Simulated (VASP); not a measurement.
# Lu (Fm-3m) in VASP: notebook

The runs below take Lu through single point, relaxation of cell and atoms, with BLYP.

Everything below comes from runs of VASP 6.6.1. Logs are shortened: lines on timing, memory, paths and dates and some standing lists are left out, and cuts for length are marked.

### Step 1. The cell of the first run

It takes space group Fm-3m (No. 225, cubic). Conventional cell: a = 4.849 Å, b = 4.849 Å, c = 4.849 Å, α = 90.00°, β = 90.00°, γ = 90.00°. Within 4.5 Å of Lu (site symmetry m-3m) lie 12 Lu at 3.43 Å.

### Step 2. Single point, BLYP (volume scaled by 0.96)

INCAR

```
SYSTEM = Lu
PREC = Accurate ; ENCUT = 520
EDIFF = 1E-7 ; ISMEAR = -1
SIGMA = 0.1 ; LREAL = .FALSE.
LASPH = .TRUE. ; NELM = 100
ALGO = Normal ; ISIF = 2
LWAVE = .FALSE. ; LCHARG = .FALSE.
GGA = B5 ; ALDAX = 1.0
AGGAX = 1.0 ; AGGAC = 1.0
ALDAC = 0.0 ; NBANDS = 18
```

KPOINTS

```
Automatic mesh
0
G
  12 12 12
  0 0 0
```

POSCAR

```
Lu
1.0
    0.0000000000      2.4244396724      2.4244396724
    2.4244396724      0.0000000000      2.4244396724
    2.4244396724      2.4244396724      0.0000000000
Lu
1
Direct
    0.0000000000      0.0000000000      0.0000000000
```

Potentials or basis: VASP PAW PBE potentials, release 64 (Lu).

On the command line:

```bash
$ cat potpaw_PBE.64/Lu/POTCAR > POTCAR
$ mpirun -np 1 vasp_std > vasp.out
```

OUTCAR:

```text
SYSTEM = Lu
   PREC = Accurate
   ENCUT = 520
   EDIFF = 1E-7
   ISMEAR = -1
   LREAL = .FALSE.
   LASPH = .TRUE.
   NELM = 100
   ISIF = 2
   GGA = B5

 ion  position               nearest neighbor table
   1  0.000  0.000  0.000-

  LATTYP: Found a face centered cubic cell.
 ALAT       =     4.8488793448

  Lattice vectors:

 A1 = (   0.0000000000,   2.4244396724,   2.4244396724)
 A2 = (   2.4244396724,   0.0000000000,   2.4244396724)
 A3 = (   2.4244396724,   2.4244396724,   0.0000000000)

Analysis of symmetry for initial positions (statically):
=====================================================================
 Subroutine PRICEL returns:
 Original cell was already a primitive cell.

 Routine SETGRP: Setting up the symmetry group for a
 face centered cubic supercell.

 Subroutine GETGRP returns: Found 48 space group operations
 (whereof 48 operations were pure point group operations)
 out of a pool of 48 trial point group operations.

The static configuration has the point symmetry O_h .

Analysis of symmetry for dynamics (positions and initial velocities):
=====================================================================
 Subroutine PRICEL returns:
 Original cell was already a primitive cell.

 Routine SETGRP: Setting up the symmetry group for a
 face centered cubic supercell.

 Subroutine GETGRP returns: Found 48 space group operations
 (whereof 48 operations were pure point group operations)
 out of a pool of 48 trial point group operations.

The dynamic configuration has the point symmetry O_h .

 Subroutine INISYM returns: Found 48 space group operations
 (whereof 48 operations are pure point group operations),
 and found     1 'primitive' translations

----------------------------------------------------------------------------------------

                                     Primitive cell

  volume of cell :      28.5013

  direct lattice vectors                    reciprocal lattice vectors
     0.000000000  2.424439672  2.424439672    -0.206233220  0.206233220  0.206233220
     2.424439672  0.000000000  2.424439672     0.206233220 -0.206233220  0.206233220
     2.424439672  2.424439672  0.000000000     0.206233220  0.206233220 -0.206233220

  length of vectors
     3.428675466  3.428675466  3.428675466     0.357206415  0.357206415  0.357206415

  position of ions in fractional coordinates (direct lattice)
     0.000000000  0.000000000  0.000000000

  ion indices of the primitive-cell ions
   primitive index   ion index
                 1           1

----------------------------------------------------------------------------------------

 KPOINTS: Automatic mesh

Automatic generation of k-mesh.
 Grid dimensions read from file:
 generate k-points for:   12   12   12

 Generating k-lattice:

  Cartesian coordinates                     Fractional coordinates (reciprocal lattice)
    -0.017186102  0.017186102  0.017186102     0.083333333  0.000000000  0.000000000
     0.017186102 -0.017186102  0.017186102     0.000000000  0.083333333  0.000000000
     0.017186102  0.017186102 -0.017186102     0.000000000  0.000000000  0.083333333

  Length of vectors
     0.029767201  0.029767201  0.029767201

  Shift w.r.t. Gamma in fractional coordinates (k-lattice)
     0.000000000  0.000000000  0.000000000

 Subroutine IBZKPT returns following result:
 ===========================================

 Found     72 irreducible k-points:

 Following reciprocal coordinates:
            Coordinates               Weight
  0.000000  0.000000  0.000000      1.000000
  0.083333  0.000000  0.000000      8.000000
  0.166667  0.000000  0.000000      8.000000
  0.250000  0.000000  0.000000      8.000000
  0.333333  0.000000  0.000000      8.000000
  0.416667  0.000000  0.000000      8.000000
[... 16 lines left out ...]
  0.500000  0.166667  0.000000     24.000000
 -0.416667  0.166667  0.000000     24.000000
 [... further k-points ...]
   k-points           NKPTS =     72   k-points in BZ     NKDIM =     72   number of bands    NBANDS=     18
   number of dos      NEDOS =    301   number of ions     NIONS =      1
   total plane-waves  NPLWV =  21952
   dimension x,y,z NGX =    28 NGY =   28 NGZ =   28
   dimension x,y,z NGXF=    56 NGYF=   56 NGZF=   56
   ions per type =               1
   NGX,Y,Z   is equivalent  to a cutoff of  13.58, 13.58, 13.58 a.u.
   NGXF,Y,Z  is equivalent  to a cutoff of  27.15, 27.15, 27.15 a.u.
 SYSTEM =  Lu
   PREC   = accura    normal or accurate (medium, high low for compatibility)
   ISTART =      0    job   : 0-new  1-cont  2-samecut
   ICHARG =      2    charge: 1-file 2-atom 10-const
   ISPIN  =      1    spin polarized calculation?
   LNONCOLLINEAR =      F non collinear calculations
   LSORBIT =      F    spin-orbit coupling
   LASPH  =      T    aspherical Exc in radial PAW
   ENCUT  =  520.0 eV  38.22 Ry    6.18 a.u.   6.38  6.38  6.38*2*pi/ulx,y,z
   NELM   =    100;   NELMIN=  2; NELMDL= -5     # of ELM steps
   EDIFF  = 0.1E-06   stopping-criterion for ELM
   LREAL  =      F    real-space projection
   EDIFFG = 0.1E-05   stopping-criterion for IOM
   NSW    =      0    number of steps for IOM
   IBRION =     -1    ionic relax: 0-MD 1-quasi-New 2-CG
   NFREE  =      0    steps in history (QN), initial steepest desc. (CG)
   ISIF   =      2    stress and relaxation
   ISYM   =      2    0-nonsym 1-usesym 2-fastsym
   POTIM  = 0.5000    time-step for ionic-motion
   TEBEG  =    0.0;   TEEND  =   0.0 temperature during run
   PSTRESS=    0.0 pullay stress
   NELECT =      25.0000    total number of electrons
   NUPDOWN=      -1.0000    fix difference up-down
   EMIN   =  10.00;   EMAX   =-10.00  energy-range for DOS
   EFERMI =   0.00;   METHOD = LEGACY
   ISMEAR =    -1;   SIGMA  =   0.10  broadening in eV -4-tet -1-fermi 0-gaus
   EFERMI_NEDOS =   21; number of points for ismear=-14 and -15
   IALGO  =     38    algorithm
   IMIX   =      4    mixing-type and parameters
     AMIX     =   0.40;   BMIX     =  1.00
     AMIX_MAG =   1.60;   BMIX_MAG =  1.00
  volume/ion in A,a.u.               =      28.50       192.34
  Fermi-wavevector in a.u.,A,eV,Ry     =   1.567112  2.961413 33.413745  2.455841
  Thomas-Fermi vector in A             =   2.669340
   LORBIT       =      0    0 simple, 1 ext, 2 COOP (PROOUT), +10 PAW based schemes
   GGA     = B5    functional components
   LHFCALC =     F    Hartree Fock is set to
   AEXX    =    0.0000 exact exchange contribution
   IVDW    =     0    specifies the selected vdW correction
   LEPSILON=     F    determine dielectric tensor
   LRPA    =     F    only Hartree local field effects (RPA)
 non-spin polarized calculation
  energy-cutoff  :      520.00
  volume of cell :       28.50
 maximum number of plane-waves:       781
 NGX is ok and might be reduce to    28
   NGX = 13   NGY = 13   NGZ = 13

 number of electron      25.0000005 magnetization

 Free energy of the ion-electron system (eV)
  ---------------------------------------------------
  ext. energy  EPLUGINS =         0.00000000
  ---------------------------------------------------
  free energy    TOTEN  =        -3.48473815 eV

  energy without entropy =       -3.43661085  energy(sigma->0) =       -3.46067450

 E-fermi :   2.8777     XC(G=0): -10.2944

 val. band max:        2.8582314058   @ k =   0.5000   0.3333   0.1667
 cond. band min:       2.8890490666   @ k =   0.5000   0.1667   0.0000
 fundamental gap:      0.0308176608
 Fermi energy:         2.8776934584

 k-point     1 :       0.0000    0.0000    0.0000
  band No.  band energies     occupation
      1     -53.1358      2.00000
      2     -23.7613      2.00000
      3     -23.7613      2.00000
      4     -23.7613      2.00000
      5      -3.1630      2.00000
      6      -2.2200      2.00000
[... 10 lines left out ...]
     17       7.3389      0.00000
     18      13.3353      0.00000

 k-point     2 :       0.0833    0.0000    0.0000
  band No.  band energies     occupation
      1     -53.1336      2.00000
      2     -23.7992      2.00000
      3     -23.7662      2.00000
      4     -23.7662      2.00000
      5      -2.9653      2.00000
      6      -2.2159      2.00000
[... 10 lines left out ...]
     17       7.2359      0.00000
     18      13.7785      0.00000

 k-point     3 :       0.1667    0.0000    0.0000
  band No.  band energies     occupation
      1     -53.1274      2.00000
      2     -23.9015      2.00000
      3     -23.7797      2.00000
      4     -23.7797      2.00000
      5      -2.4031      2.00000
      6      -2.2056      2.00000
[... 10 lines left out ...]
     17       7.0996      0.00000
     18      14.2013      0.00000

 k-point     4 :       0.2500    0.0000    0.0000
  band No.  band energies     occupation
      1     -53.1190      2.00000
      2     -24.0378      2.00000
      3     -23.7979      2.00000
      4     -23.7979      2.00000
      5      -2.1979      2.00000
      6      -2.1668      2.00000
[... 10 lines left out ...]
     17       7.3313      0.00000
     18      13.1063      0.00000

 k-point     5 :       0.3333    0.0000    0.0000
  band No.  band energies     occupation
      1     -53.1105      2.00000
      2     -24.1705      2.00000
      3     -23.8161      2.00000
      4     -23.8161      2.00000
      5      -2.2001      2.00000
      6      -2.1553      2.00000
[... 10 lines left out ...]
     17       8.0052      0.00000
     18      12.1377      0.00000

 k-point     6 :       0.4167    0.0000    0.0000
  band No.  band energies     occupation
      1     -53.1043      2.00000
      2     -24.2656      2.00000
      3     -23.8293      2.00000
      4     -23.8293      2.00000
      5      -2.2043      2.00000
      6      -2.1671      2.00000
[... 307 lines left out ...]
 k-point    21 :       0.3333    0.1667    0.0000
  band No.  band energies     occupation
      1     -53.1106      2.00000
      2     -24.0944      2.00000
      3     -23.8553      2.00000
      4     -23.8533      2.00000
      5      -2.1816      2.00000
      6      -2.1590      2.00000
[... 10 lines left out ...]
     17       8.4411      0.00000
     18      13.6321      0.00000

 k-point    22 :       0.4167    0.1667    0.0000
  band No.  band energies     occupation
      1     -53.1036      2.00000
      2     -24.1895      2.00000
      3     -23.8862      2.00000
      4     -23.8648      2.00000
      5      -2.1856      2.00000
      6      -2.1615      2.00000
[... 10 lines left out ...]
     17       9.0281      0.00000
     18      11.9189      0.00000

 k-point    23 :       0.5000    0.1667    0.0000
  band No.  band energies     occupation
      1     -53.0993      2.00000
      2     -24.2456      2.00000
      3     -23.9149      2.00000
      4     -23.8650      2.00000
      5      -2.1891      2.00000
      6      -2.1718      2.00000
[... 10 lines left out ...]
     17       9.1883      0.00000
     18      10.6224      0.00000

 k-point    24 :      -0.4167    0.1667    0.0000
  band No.  band energies     occupation
      1     -53.0988      2.00000
      2     -24.2502      2.00000
      3     -23.9327      2.00000
      4     -23.8540      2.00000
      5      -2.1900      2.00000
      6      -2.1768      2.00000
[... 10 lines left out ...]
     17       9.4836      0.00000
     18      10.7532      0.00000

 [... further k-points ...]
[... 5 lines left out ...]
  --------------------------------------------------------------------------------------
  -------------------------------------------------------------------------------------
  Total        0.3566546      0.3566546      0.3566546      0.0000000      0.0000000     -0.0000000
  in kB       20.0490745     20.0490745     20.0490745      0.0000000      0.0000000     -0.0000000
  external PRESSURE =      20.0490745 kB  Pullay stress =       0.0000000 kB

 VOLUME and BASIS-vectors are now :
 -----------------------------------------------------------------------------
  energy-cutoff  :      520.00
  volume of cell :       28.50
      direct lattice vectors                 reciprocal lattice vectors
     0.000000000  2.424439672  2.424439672    -0.206233220  0.206233220  0.206233220
     2.424439672  0.000000000  2.424439672     0.206233220 -0.206233220  0.206233220
     2.424439672  2.424439672  0.000000000     0.206233220  0.206233220 -0.206233220

 POSITION                                       TOTAL-FORCE (eV/Angst)
 -----------------------------------------------------------------------------------
      0.00000      0.00000      0.00000         0.000000     -0.000000      0.000000
 -----------------------------------------------------------------------------------
    total drift:                               -0.000000     -0.000000     -0.000000

  FREE ENERGIE OF THE ION-ELECTRON SYSTEM (eV)
  ---------------------------------------------------
  free  energy   TOTEN  =        -3.4847381472 eV

  energy  without entropy=       -3.4366108476  energy(sigma->0) =       -3.46067450
```

Wall time 34 s (1 thread of Intel Xeon Platinum 8559C (Emerald Rapids), shared host); peak memory 0.19 GiB.

Results:

```
Free energy : -3.4847 eV
Pressure    : 2.0 GPa
```

Levels at points of the mesh, in eV from the Fermi level:
| k point | band 9 | band 10 | band 11 | band 12 | band 13 | band 14 | band 15 | band 16 |
| --- | --- | --- | --- | --- | --- | --- | --- | --- |
| (0.00, 0.00, 0.00) | -5.04 | -4.96 | -4.96 | -4.96 | 2.10 | 2.10 | 2.10 | 4.46 |
| (0.50, 0.00, 0.00) | -4.98 | -4.98 | -4.96 | -2.63 | 0.57 | 1.89 | 1.89 | 6.24 |
| (0.50, 0.50, 0.00) | -4.99 | -4.99 | -4.99 | -2.09 | -0.95 | 2.17 | 6.25 | 6.76 |

Caveat: the PAW data sets were made with another functional, which shifts forces and pressure a little; spin-orbit coupling is left out, which moves the levels of the heavy elements.

(Part 1 of 3 ends here.)
